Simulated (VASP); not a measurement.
Input of a VASP 6.6.1 run:

The input INCAR:

```
SYSTEM = CdTe2Pb3
PREC = Accurate ; ENCUT = 520
EDIFF = 1E-7 ; ISMEAR = 0
SIGMA = 0.1 ; LREAL = .False.
LASPH = .True. ; NELM = 100
ALGO = Fast ; ISIF = 2
LWAVE = .False. ; LCHARG = .False.
GGA = PE ; NBANDS = 42
```

The input KPOINTS:

```
Automatic mesh
0
Gamma
  8 8 4
  0 0 0
```

The input POSCAR:

```
CdTe2Pb3
1.0
    4.6083481261      0.0000000000      0.0000000000
    0.0000000000      4.6083481261      0.0000000000
    0.0000000000      0.0000000000      9.2290145691
Cd Te Pb
1 2 3
Direct
    0.5000000000      0.5000000000      0.0000000000
    0.5000000000      0.0000000000      0.3226732727
    0.0000000000      0.5000000000      0.6773267273
    0.0000000000      0.0000000000      0.0000000000
    0.5000000000      0.0000000000      0.6750174384
    0.0000000000      0.5000000000      0.3249825616
```

Potentials or basis: VASP PAW PBE potentials, release 64 (Cd, Te, Pb_d).

Command:

```bash
$ cat potpaw_PBE.64/Cd/POTCAR potpaw_PBE.64/Te/POTCAR potpaw_PBE.64/Pb_d/POTCAR > POTCAR
$ mpirun -np 1 vasp_std > vasp.out
```

Task: Estimate the pressure.

Result: 0.0 GPa.

Task: What does it give for the band gap on the k mesh?

Result: Zero (bands 33 and 34 overlap by 2.21 eV).

Caveat: spin-orbit coupling is left out, which moves the levels of the heavy elements.
